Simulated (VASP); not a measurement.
# TaN (Fm-3m) in VASP: settings compared, part 2 of 2

VASP 6.6.1. Earlier steps stand in the parts before.

**4. Single point, PBE0, non-collinear spin, zero start, spin-orbit coupling**

This run uses another cell than the first one, of 10.81 Å³/atom.

POSCAR

```
TaN
1.0
    0.0000000000      2.2113230000      2.2113230000
    2.2113230000      0.0000000000      2.2113230000
    2.2113230000      2.2113230000      0.0000000000
Ta N
1 1
Direct
    0.5000000000      0.5000000000      0.5000000000
    0.0000000000      0.0000000000      0.0000000000
```

INCAR.step1

```
SYSTEM = TaN
  ALGO = Normal
  EDIFF = 1E-5
  ENCUT = 520
  GGA = PE
  GGA_COMPAT = .FALSE.
  ISIF = 2
  ISMEAR = -1
  LASPH = .TRUE.
  LMAXMIX = 4
  LORBIT = 11
  LORBMOM = .TRUE.
  LREAL = .FALSE.
  LSORBIT = .TRUE.
  LWAVE = .TRUE.
  MAGMOM = 0 0 0 0 0 0
  NBANDS = 28
  NELM = 150
  PREC = Accurate
  SIGMA = 0.05
```

INCAR.step2

```
SYSTEM = TaN
  AEXX = 0.25
  ALGO = Normal
  EDIFF = 1E-6
  ENCUT = 520
  GGA = PE
  GGA_COMPAT = .FALSE.
  ISIF = 2
  ISMEAR = -1
  ISTART = 1
  LASPH = .TRUE.
  LCHARG = .TRUE.
  LHFCALC = .TRUE.
  LMAXMIX = 4
  LORBIT = 11
  LORBMOM = .TRUE.
  LREAL = .FALSE.
  LSORBIT = .TRUE.
  LVHAR = .TRUE.
  LWAVE = .FALSE.
  MAGMOM = 0 0 0 0 0 0
  NBANDS = 28
  NELM = 150
  PREC = Accurate
  PRECFOCK = Normal
  SIGMA = 0.05
```

KPOINTS

```
k-points
0
G
  4 4 4
  0 0 0
```

Potentials or basis: VASP PAW PBE potentials, release 64 (Ta_pv, N).

Started as:

```sh
cat potpaw_PBE.64/Ta_pv/POTCAR potpaw_PBE.64/N/POTCAR > POTCAR
cp INCAR.step1 INCAR
mpirun -np 1 vasp_ncl > vasp.out
cp INCAR.step2 INCAR
mpirun -np 1 vasp_ncl > vasp.out
```

OUTCAR:

```text
SYSTEM = TaN
   AEXX = 0.25
   EDIFF = 1E-6
   ENCUT = 520
   GGA = PE
   ISIF = 2
   ISMEAR = -1
   ISTART = 1
   LASPH = .TRUE.
   LHFCALC = .TRUE.
   LORBIT = 11
   LREAL = .FALSE.
   LSORBIT = .TRUE.
   NELM = 150
   PREC = Accurate
   PRECFOCK = Normal

 ion  position               nearest neighbor table
   1  0.500  0.500  0.500-   2 2.21   2 2.21   2 2.21   2 2.21   2 2.21   2 2.21
   2  0.000  0.000  0.000-   1 2.21   1 2.21   1 2.21   1 2.21   1 2.21   1 2.21

  LATTYP: Found a face centered cubic cell.
 ALAT       =     4.4226460000

  Lattice vectors:

 A1 = (   0.0000000000,   2.2113230000,   2.2113230000)
 A2 = (   2.2113230000,   0.0000000000,   2.2113230000)
 A3 = (   2.2113230000,   2.2113230000,   0.0000000000)

Analysis of symmetry for initial positions (statically):
=====================================================================
 Subroutine PRICEL returns:
 Original cell was already a primitive cell.

 Routine SETGRP: Setting up the symmetry group for a
 face centered cubic supercell.

 Subroutine GETGRP returns: Found 48 space group operations
 (whereof 48 operations were pure point group operations)
 out of a pool of 48 trial point group operations.

The static configuration has the point symmetry O_h .

Analysis of symmetry for dynamics (positions and initial velocities):
=====================================================================
 Subroutine PRICEL returns:
 Original cell was already a primitive cell.

 Routine SETGRP: Setting up the symmetry group for a
 face centered cubic supercell.

 Subroutine GETGRP returns: Found 48 space group operations
 (whereof 48 operations were pure point group operations)
 out of a pool of 48 trial point group operations.

The dynamic configuration has the point symmetry O_h .

Analysis of structural, dynamic, and magnetic symmetry:
=====================================================================
 Subroutine PRICEL returns:
 Original cell was already a primitive cell.

 Routine SETGRP: Setting up the symmetry group for a
 face centered cubic supercell.

 Subroutine GETGRP returns: Found 48 space group operations
 (whereof 48 operations were pure point group operations)
 out of a pool of 48 trial point group operations.

The overall configuration has the point symmetry O_h .

 Subroutine INISYM returns: Found 48 space group operations
 (whereof 48 operations are pure point group operations),
 and found     1 'primitive' translations

----------------------------------------------------------------------------------------

                                     Primitive cell

  volume of cell :      21.6265

  direct lattice vectors                    reciprocal lattice vectors
     0.000000000  2.211323000  2.211323000    -0.226108985  0.226108985  0.226108985
     2.211323000  0.000000000  2.211323000     0.226108985 -0.226108985  0.226108985
     2.211323000  2.211323000  0.000000000     0.226108985  0.226108985 -0.226108985

  length of vectors
[... 377 lines left out ...]
  Direction    XX          YY          ZZ          XY          YZ          ZX
  --------------------------------------------------------------------------------------
  -------------------------------------------------------------------------------------
  Total       -1.1534174     -1.1534174     -1.1534174     -0.0000000     -0.0000000     -0.0000000
  in kB      -85.4496972    -85.4496972    -85.4496972     -0.0000000     -0.0000000     -0.0000000
  external PRESSURE =     -85.4496972 kB  Pullay stress =       0.0000000 kB

 VOLUME and BASIS-vectors are now :
 -----------------------------------------------------------------------------
  energy-cutoff  :      520.00
  volume of cell :       21.63
      direct lattice vectors                 reciprocal lattice vectors
     0.000000000  2.211323000  2.211323000    -0.226108985  0.226108985  0.226108985
     2.211323000  0.000000000  2.211323000     0.226108985 -0.226108985  0.226108985
     2.211323000  2.211323000  0.000000000     0.226108985  0.226108985 -0.226108985

 POSITION                                       TOTAL-FORCE (eV/Angst)
 -----------------------------------------------------------------------------------
      2.21132      2.21132      2.21132        -0.000000      0.000000      0.000000
      0.00000      0.00000      0.00000         0.000000     -0.000000     -0.000000
 -----------------------------------------------------------------------------------
    total drift:                                0.000000      0.000000      0.000000

  FREE ENERGIE OF THE ION-ELECTRON SYSTEM (eV)
  ---------------------------------------------------
  free  energy   TOTEN  =       -27.9814690743 eV

  energy  without entropy=      -27.9771284406  energy(sigma->0) =      -27.97929876

 orbital moment (x)

 # of ion     p       d       tot
 ----------------------------------------
  1         0.000   0.006   0.006
  2         0.000   0.000   0.000
 ----------------------------------------
            0.000   0.006   0.006

 orbital moment (y)

 # of ion     p       d       tot
 ----------------------------------------
  1         0.000   0.013   0.013
  2         0.000   0.000   0.000
 ----------------------------------------
            0.000   0.013   0.014

 orbital moment (z)

 # of ion     p       d       tot
 ----------------------------------------
  1         0.000   0.013   0.013
  2         0.000   0.000   0.000
 ----------------------------------------
            0.000   0.013   0.014

 Spin-Orbit-Coupling matrix elements

 Ion:    1  E_soc:     -1.3100035
 l=   1
     0.0000000    -0.1979168    -0.1979159
    -0.1979168     0.0000000    -0.1979158
    -0.1979159    -0.1979158     0.0000000
 l=   2
     0.0000000    -0.0082154     0.0000000    -0.0082259    -0.0121979
    -0.0082154     0.0000000    -0.0091521    -0.0082145    -0.0030507
     0.0000000    -0.0091521     0.0000000    -0.0091479     0.0000000
    -0.0082259    -0.0082145    -0.0091479     0.0000000    -0.0030488
    -0.0121979    -0.0030507     0.0000000    -0.0030488     0.0000000
 l=   3
     0.0000000     0.0000000     0.0000000     0.0000000     0.0000000     0.0000000     0.0000000
     0.0000000     0.0000000     0.0000000     0.0000000     0.0000000     0.0000000     0.0000000
     0.0000000     0.0000000     0.0000000     0.0000000     0.0000000     0.0000000     0.0000000
     0.0000000     0.0000000     0.0000000     0.0000000     0.0000000     0.0000000     0.0000000
     0.0000000     0.0000000     0.0000000     0.0000000     0.0000000     0.0000000     0.0000000
     0.0000000     0.0000000     0.0000000     0.0000000     0.0000000     0.0000000     0.0000000
     0.0000000     0.0000000     0.0000000     0.0000000     0.0000000     0.0000000     0.0000000

 Ion:    2  E_soc:     -0.0007977
 l=   1
     0.0000000    -0.0001330    -0.0001329
    -0.0001330     0.0000000    -0.0001329
    -0.0001329    -0.0001329     0.0000000
 l=   2
     0.0000000     0.0000000     0.0000000     0.0000000     0.0000000
     0.0000000     0.0000000     0.0000000     0.0000000     0.0000000
     0.0000000     0.0000000     0.0000000     0.0000000     0.0000000
     0.0000000     0.0000000     0.0000000     0.0000000     0.0000000
     0.0000000     0.0000000     0.0000000     0.0000000     0.0000000
 l=   3
     0.0000000     0.0000000     0.0000000     0.0000000     0.0000000     0.0000000     0.0000000
     0.0000000     0.0000000     0.0000000     0.0000000     0.0000000     0.0000000     0.0000000
     0.0000000     0.0000000     0.0000000     0.0000000     0.0000000     0.0000000     0.0000000
     0.0000000     0.0000000     0.0000000     0.0000000     0.0000000     0.0000000     0.0000000
     0.0000000     0.0000000     0.0000000     0.0000000     0.0000000     0.0000000     0.0000000
     0.0000000     0.0000000     0.0000000     0.0000000     0.0000000     0.0000000     0.0000000
     0.0000000     0.0000000     0.0000000     0.0000000     0.0000000     0.0000000     0.0000000

 total charge

# of ion       s       p       d       tot
------------------------------------------
    1        0.270   6.222   2.391   8.883
    2        1.234   2.521   0.000   3.755
--------------------------------------------------
tot          1.503   8.744   2.391  12.638

 magnetization (x)

# of ion       s       p       d       tot
------------------------------------------
    1       -0.000   0.000   0.000   0.000
    2       -0.000  -0.000   0.000  -0.000
--------------------------------------------------
tot         -0.000  -0.000   0.000   0.000

 magnetization (y)

# of ion       s       p       d       tot
------------------------------------------
    1        0.000   0.000   0.000   0.000
    2        0.000  -0.000   0.000  -0.000
--------------------------------------------------
tot          0.000  -0.000   0.000   0.000

 magnetization (z)

# of ion       s       p       d       tot
------------------------------------------
    1       -0.000  -0.000   0.000   0.000
    2       -0.000  -0.000   0.000  -0.000
--------------------------------------------------
tot         -0.000  -0.000   0.000   0.000
```

It took 30 min on 1 thread of AMD EPYC 7R13 (Zen 3), shared host; peak memory 0.19 GiB.

Results:

```
Free energy                                           : -27.9815 eV
Pressure                                              : -8.5 GPa
Net moment                                            : 0.03 μB per cell
Valence electrons inside the program's atomic spheres : Ta 8.88; N 3.75
```

Moments on the atoms (μB; x, y, z):
```
Ta  0.00 0.00 0.00
N   0.00 0.00 0.00
```

Caveat: the k points lie up to 0.62 Å⁻¹ apart; the PAW data sets were made with another functional, which shifts forces and pressure a little.

**5. Single point, r2SCAN-based global hybrid with 25 % exact exchange**

This run uses another cell than the first one, of 10.81 Å³/atom.

POSCAR is that of step 4.

INCAR.step1

```
  PREC = Accurate
  ENCUT = 520
  EDIFF = 1E-5
  ISMEAR = -1
  SIGMA = 0.05
  LREAL = F
  LASPH = T
  NELM = 60
  ALGO = Normal
  ISIF = 2
  LWAVE = T
  LCHARG = F
  GGA = PE
  NBANDS = 15
```

INCAR.step2

```
  PREC = Accurate
  ENCUT = 520
  EDIFF = 1E-6
  ISMEAR = -1
  SIGMA = 0.05
  LREAL = F
  LASPH = T
  NELM = 60
  ALGO = Normal
  ISIF = 2
  LWAVE = F
  LCHARG = F
  METAGGA = R2SCAN
  LHFCALC = T
  AEXX = 0.25
  LMIXTAU = T
  PRECFOCK = Normal
  ISTART = 1
  NBANDS = 15
```

KPOINTS

```
regular mesh
0
Gamma
  6 6 6
```

Potentials or basis: VASP PAW PBE potentials, release 64 (Ta_pv, N).

Started as:

```sh
cat potpaw_PBE.64/Ta_pv/POTCAR potpaw_PBE.64/N/POTCAR > POTCAR
cp INCAR.step1 INCAR
mpirun -np 1 vasp_std > vasp.out
cp INCAR.step2 INCAR
mpirun -np 1 vasp_std > vasp.out
```

OUTCAR:

```text
PREC = Accurate
   ENCUT = 520
   EDIFF = 1E-6
   ISMEAR = -1
   LREAL = F
   LASPH = T
   NELM = 60
   ISIF = 2
   METAGGA = R2SCAN
   LHFCALC = T
   AEXX = 0.25
   PRECFOCK = Normal
   ISTART = 1

 ion  position               nearest neighbor table
   1  0.500  0.500  0.500-   2 2.21   2 2.21   2 2.21   2 2.21   2 2.21   2 2.21
   2  0.000  0.000  0.000-   1 2.21   1 2.21   1 2.21   1 2.21   1 2.21   1 2.21

  LATTYP: Found a face centered cubic cell.
 ALAT       =     4.4226460000

  Lattice vectors:

 A1 = (   0.0000000000,   2.2113230000,   2.2113230000)
 A2 = (   2.2113230000,   0.0000000000,   2.2113230000)
 A3 = (   2.2113230000,   2.2113230000,   0.0000000000)

Analysis of symmetry for initial positions (statically):
=====================================================================
 Subroutine PRICEL returns:
 Original cell was already a primitive cell.

 Routine SETGRP: Setting up the symmetry group for a
 face centered cubic supercell.

 Subroutine GETGRP returns: Found 48 space group operations
 (whereof 48 operations were pure point group operations)
 out of a pool of 48 trial point group operations.

[... 174 lines left out ...]
      6       4.3443      2.00000
      7       4.3443      2.00000
      8       6.6916      2.00000
      9       6.6916      2.00000
     10       6.6916      2.00000
     11      10.2909      0.00000
     12      10.2909      0.00000
     13      11.8803      0.00000
     14      20.0064      0.00000
[... 257 lines left out ...]
      2     -30.8562      2.00000
      3     -30.7490      2.00000
      4     -10.9450      2.00000
      5       0.8885      2.00000
      6       0.9547      2.00000
      7       1.2398      2.00000
      8       6.6581      2.00000
      9      11.6857      0.00000
     10      13.8653      0.00000
     11      14.0870      0.00000
     12      15.3979      0.00000
     13      19.6859      0.00000
     14      21.4058      0.00000
     15      21.7489      0.00000

------------------------ aborting loop because EDIFF is reached ----------------------------------------

  FORCE on cell =-STRESS in cart. coord.  units (eV):
  Direction    XX          YY          ZZ          XY          YZ          ZX
  --------------------------------------------------------------------------------------
  -------------------------------------------------------------------------------------
  Total       -1.5254186     -1.5254186     -1.5254186      0.0000000     -0.0000000      0.0000000
  in kB     -113.0090111   -113.0090111   -113.0090111      0.0000000     -0.0000000      0.0000000
  external PRESSURE =    -113.0090111 kB  Pullay stress =       0.0000000 kB

 VOLUME and BASIS-vectors are now :
 -----------------------------------------------------------------------------
  energy-cutoff  :      520.00
  volume of cell :       21.63
      direct lattice vectors                 reciprocal lattice vectors
     0.000000000  2.211323000  2.211323000    -0.226108985  0.226108985  0.226108985
     2.211323000  0.000000000  2.211323000     0.226108985 -0.226108985  0.226108985
     2.211323000  2.211323000  0.000000000     0.226108985  0.226108985 -0.226108985

 POSITION                                       TOTAL-FORCE (eV/Angst)
 -----------------------------------------------------------------------------------
      2.21132      2.21132      2.21132        -0.000000      0.000000      0.000000
      0.00000      0.00000      0.00000         0.000000     -0.000000     -0.000000
 -----------------------------------------------------------------------------------
    total drift:                                0.000000      0.000000      0.000000

  FREE ENERGIE OF THE ION-ELECTRON SYSTEM (eV)
  ---------------------------------------------------
  free  energy   TOTEN  =       -55.9669823553 eV

  energy  without entropy=      -55.9648227144  energy(sigma->0) =      -55.96590253
```

OUTCAR.step1:

```text
PREC = Accurate
   ENCUT = 520
   EDIFF = 1E-5
   ISMEAR = -1
   LREAL = F
[... 498 lines left out ...]
      2.21132      2.21132      2.21132        -0.000000     -0.000000     -0.000000
      0.00000      0.00000      0.00000         0.000000      0.000000      0.000000
 -----------------------------------------------------------------------------------
    total drift:                                0.000000     -0.000000     -0.000000

  FREE ENERGIE OF THE ION-ELECTRON SYSTEM (eV)
  ---------------------------------------------------
  free  energy   TOTEN  =       -21.7714500215 eV

  energy  without entropy=      -21.7582543383  energy(sigma->0) =      -21.76485218
```

OSZICAR.step1:

```text
N       E                     dE             d eps       ncg     rms          rms(c)
DAV:   1     0.890371243173E+02    0.89037E+02   -0.89266E+03   480   0.113E+03
DAV:   2    -0.220242953382E+02   -0.11106E+03   -0.10435E+03   620   0.301E+02
DAV:   3    -0.247655559603E+02   -0.27413E+01   -0.26763E+01   515   0.431E+01
DAV:   4    -0.247760898607E+02   -0.10534E-01   -0.10532E-01   641   0.292E+00
DAV:   5    -0.247761580286E+02   -0.68168E-04   -0.68168E-04   522   0.213E-01    0.233E+01
DAV:   6    -0.218529210872E+02    0.29232E+01   -0.58959E+00   578   0.259E+01    0.958E+00
DAV:   7    -0.218059470698E+02    0.46974E-01   -0.60896E-01   522   0.599E+00    0.662E+00
DAV:   8    -0.217804405646E+02    0.25507E-01   -0.15641E-01   522   0.332E+00    0.167E+00
DAV:   9    -0.217715732306E+02    0.88673E-02   -0.25319E-02   557   0.131E+00    0.387E-01
DAV:  10    -0.217715026255E+02    0.70605E-04   -0.22591E-03   536   0.460E-01    0.538E-02
DAV:  11    -0.217714496783E+02    0.52947E-04   -0.10737E-04   571   0.123E-01    0.165E-02
DAV:  12    -0.217714500215E+02   -0.34319E-06   -0.93427E-06   311   0.273E-02
   1 F= -.21771450E+02 E0= -.21764852E+02  d E =-.131957E-01
```

Wall time 31 min (1 thread of Intel Xeon Platinum 8259CL at 2.50GHz (Skylake/Cascade Lake), shared host); peak memory 0.17 GiB.

What came out:

| Quantity | Value |
| --- | --- |
| Free energy | -55.9670 eV |
| Pressure | -11.3 GPa |
| Band gap on the k mesh | zero (bands 8 and 9 overlap by 5.35 eV) |

Caveat: the k points lie up to 0.41 Å⁻¹ apart, too coarse for converged energies and pressures of a metal; the PAW data sets were made with another functional, which shifts forces and pressure a little; spin-orbit coupling is left out, which moves the levels of the heavy elements.

**6. Single point, r2SCAN-based global hybrid with 35 % exact exchange**

This run uses another cell than the first one, of 10.81 Å³/atom.

POSCAR is that of step 5.

INCAR.step1

```
  PREC = Accurate
  ENCUT = 520
  EDIFF = 1E-5
  ISMEAR = -1
  SIGMA = 0.05
  LREAL = False
  LASPH = True
  NELM = 100
  ALGO = Normal
  ISIF = 2
  LWAVE = True
  LCHARG = False
  NBANDS = 15
  GGA = PE
```

INCAR.step2

```
  PREC = Accurate
  ENCUT = 520
  EDIFF = 1E-6
  ISMEAR = -1
  SIGMA = 0.05
  LREAL = False
  LASPH = True
  NELM = 100
  ALGO = Normal
  ISIF = 2
  LWAVE = False
  LCHARG = False
  METAGGA = R2SCAN
  LHFCALC = True
  AEXX = 0.35
  LMIXTAU = True
  PRECFOCK = Normal
  NBANDS = 15
  ISTART = 1
```

KPOINTS

```
Automatic mesh
0
Gamma
  6 6 6
```

Potentials or basis: VASP PAW PBE potentials, release 64 (Ta_pv, N).

Started as:

```sh
cat potpaw_PBE.64/Ta_pv/POTCAR potpaw_PBE.64/N/POTCAR > POTCAR
cp INCAR.step1 INCAR
mpirun -np 1 vasp_std > vasp.out
cp INCAR.step2 INCAR
mpirun -np 1 vasp_std > vasp.out
```

Wall time 36 min (1 thread of Intel Xeon Platinum 8259CL at 2.50GHz (Skylake/Cascade Lake), shared host); peak memory 0.17 GiB.

The run converged. Its results:

- Free energy: -54.5506 eV
- Pressure: -14.2 GPa
- Band gap on the k mesh: zero (bands 8 and 9 overlap by 5.89 eV)

Levels at points of the mesh, in eV from the Fermi level:
| k point | band 5 | band 6 | band 7 | band 8 | band 9 | band 10 | band 11 | band 12 |
| --- | --- | --- | --- | --- | --- | --- | --- | --- |
| (0.00, 0.00, 0.00) | -5.54 | -5.54 | -5.54 | -3.03 | -3.03 | -3.03 | 1.13 | 1.13 |
| (0.50, 0.00, 0.00) | -13.09 | -9.82 | -9.82 | 2.87 | 2.87 | 3.00 | 4.71 | 9.52 |
| (0.50, 0.50, 0.00) | -9.05 | -7.17 | -6.64 | -6.64 | 3.39 | 4.78 | 4.78 | 6.08 |

Caveat: the k points lie up to 0.41 Å⁻¹ apart, too coarse for converged energies and pressures of a metal; the PAW data sets were made with another functional, which shifts forces and pressure a little; spin-orbit coupling is left out, which moves the levels of the heavy elements.

**7. Summary**

| level | spin | cell | k mesh | share of exact exchange | screening parameter | gap on the mesh (eV) | pressure (GPa) |
| --- | --- | --- | --- | --- | --- | --- | --- |
| HSE06 | off | a = 3.063 Å, angles 60.0°, 2 atoms | 6 × 6 × 6 | 0.25 | 0.2079 1/Å | none | 13.4 |
| HSE06 | off | a = 3.085 Å, angles 60.0°, 2 atoms | 6 × 6 × 6 | 0.25 | 0.2079 1/Å | none | 4.8 |
| PBE0 | non-collinear, zero start, SOC | a = 3.127 Å, angles 60.0°, 2 atoms | 4 × 4 × 4 | 0.25 | - | - | -8.5 |
| r2SCAN-based global hybrid with 25 % exact exchange | off | a = 3.127 Å, angles 60.0°, 2 atoms | 6 × 6 × 6 | 0.25 | - | none | -11.3 |
| r2SCAN-based global hybrid with 35 % exact exchange | off | a = 3.127 Å, angles 60.0°, 2 atoms | 6 × 6 × 6 | 0.35 | - | none | -14.2 |

Alike in all rows: task single point; potentials or basis VASP PAW PBE potentials, release 64 (Ta_pv, N); cutoff (eV) 520; smearing fermi-dirac 0.05 eV.

Caveats: all runs use coarse meshes; the PAW data sets were made with another functional, which shifts forces and pressure a little; spin-orbit coupling is left out, which moves the levels of the heavy elements (at least some runs).

Total energies depend on the potentials used, so only differences within one code and one set of settings carry meaning.
